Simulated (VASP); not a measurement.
# KCl: single point with r2SCAN

KCl:

```xyz
2
Lattice="0.0000 3.2480 3.2480 3.2480 0.0000 3.2480 3.2480 3.2480 0.0000" Properties=species:S:1:pos:R:3 pbc="T T T"
K     0.0000    0.0000    0.0000
Cl    3.2480    3.2480    3.2480
```

- Program: VASP 6.6.1
- Task: single point
- Functional: r2SCAN
- Potentials or basis: VASP PAW PBE potentials, release 64 (K_sv, Cl)
- Cutoff: 520 eV
- k mesh: 6 × 6 × 6
- Occupations: gaussian, width 0.02 eV
- Spin: no spin polarisation

```yaml
Pressure: -1.5 GPa
Band_gap_on_the_k_mesh: 5.51 eV
```

Levels at points of the mesh, in eV from the valence-band top:
| k point | band 6 | band 7 | band 8 | band 9 | band 10 | band 11 |
| --- | --- | --- | --- | --- | --- | --- |
| (0.00, 0.00, 0.00) | 0.00 | 0.00 | 0.00 | 5.51 | 8.98 | 8.98 |
| (0.50, 0.00, 0.00) | -0.89 | -0.25 | -0.25 | 7.85 | 8.86 | 11.01 |
| (0.50, 0.50, 0.00) | -0.60 | -0.20 | -0.20 | 7.10 | 8.78 | 10.13 |

It took 2.6 min on 1 thread of Intel Xeon 8259CL (shared host), peak memory 0.21 GiB.

Caveat: the PAW data sets were made with another functional, which shifts forces and pressure a little. r2SCAN opens gaps a little over a GGA but as a rule still falls short of measured ones.
